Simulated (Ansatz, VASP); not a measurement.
# Two plane-wave programs on IrPt2

```
Ir Pt
1.0
     3.31266    0.00000    0.00000
    -1.65633    2.86885    0.00000
     0.00000    0.00000    4.20695
Ir Pt
1 2
Cartesian
  0.0000 0.0000 0.0000
  0.0000 1.9126 1.0517
  1.6563 0.9563 3.1552
```

Change from the starting cell: species swapped into the Te2Pd type (P-3m1, No. 164).

Alike in both runs: task relaxation of cell and atoms; functional PBE; k mesh 7 × 7 × 5; occupations gaussian, width 0.2 eV; no spin polarisation.

```csv
,VASP,Ansatz
version,VASP 6.6.1,Ansatz 0.2.0
potentials or method,"VASP PAW PBE potentials, release 64 (Ir, Pt), cutoff 500 eV","scalar-relativistic, plane waves, PAW"
valence electrons in the cell,29,53
```

```csv
,VASP,Ansatz,Ansatz less VASP
"gap on the k mesh at the Fermi level, each at its own relaxed structure (eV)",none,none,-
relaxed volume (Å³/atom),17.82,17.86,+0.035
relaxed cell length with the largest relative difference (Å),4.523,4.485,-0.0376
```

A gap of «none» marks a metal or a gap that the smearing closes. VASP's potentials hold 29 valence electrons a cell and Ansatz's 53, so a difference there can come from the potentials and not from the codes.

Spin-orbit coupling is off throughout. Noted on VASP's run: the volume moved by over 15 % at a fixed basis, so the end points are rough.
